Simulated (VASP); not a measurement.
Wanted: the native input for a VASP 6.6.1 run.

| Item | Value |
| --- | --- |
| Task | relaxation of cell and atoms |
| Functional | LDA |
| Potentials or basis | VASP PAW LDA potentials, release 64 (K_sv) |
| Cutoff | 600 eV |
| k mesh | 10 × 10 × 10 |
| Occupations | gaussian, width 0.1 eV |
| Spin | no spin polarisation |
| Dipole correction | no |
| Further INCAR settings | ALGO = Normal; EDIFF = 1e-07; IBRION = 2; EDIFFG = -0.005; NSW = 70; ISIF = 3 |

The structure of K lies in POSCAR:

```
K
1.0
    4.3104394900      0.0000000000      0.0000000000
    0.0000000000      4.3104394900      0.0000000000
    0.0000000000      0.0000000000      4.3104394900
K
1
Direct
    0.0000000000      0.0000000000      0.0000000000
```

This isn't the form of K at room conditions, which is bcc.

These files were run (other wordings do the same):

INCAR

```
SYSTEM = K
PREC     = Accurate       ! precision mode
ENCUT    = 600            ! plane-wave cutoff, eV
EDIFF    = 1E-7           ! SCF threshold, eV
ISMEAR   = 0              ! smearing method
SIGMA    = 0.1            ! smearing width, eV
LREAL    = .False.        ! projectors in reciprocal space
LASPH    = .True.         ! aspherical terms in the spheres
NELM     = 60             ! most SCF steps
ALGO     = Normal         ! electronic algorithm
ISIF     = 3              ! what is computed and relaxed
LWAVE    = .False.        ! write WAVECAR
LCHARG   = .False.        ! write CHGCAR
GGA      = CA             ! functional
IBRION   = 2              ! ionic algorithm
NSW      = 70             ! ionic steps
EDIFFG   = -0.005         ! ionic threshold
```

KPOINTS

```
regular mesh
0
Gamma
  10 10 10
  0 0 0
```

Potentials or basis: VASP PAW LDA potentials, release 64 (K_sv).

Command:

```console
$ cat potpaw_LDA.64/K_sv/POTCAR > POTCAR
$ mpirun -np 1 vasp_std > vasp.out
```

Results of the run:

```json
{
 "Relaxed volume": "68.80 Å³/atom",
 "Relaxed cell": "a = 4.098 Å, b = 4.098 Å, c = 4.098 Å, α = 90.00°, β = 90.00°, γ = 90.00°",
 "Space group after relaxing (to 0.1 Å)": "Pm-3m (No. 221)",
 "Energy gained by relaxing": "15.9 meV/atom",
 "Ionic steps": "5",
 "Pressure after relaxing": "0.0 GPa",
 "Band gap on the k mesh": "zero (an odd number of electrons rules out a gap without spin polarisation)"
}
```

It took 2.8 min on 1 thread of AMD EPYC 7R43 64-Core Processor (Zen 3) (shared host), peak memory 0.17 GiB.
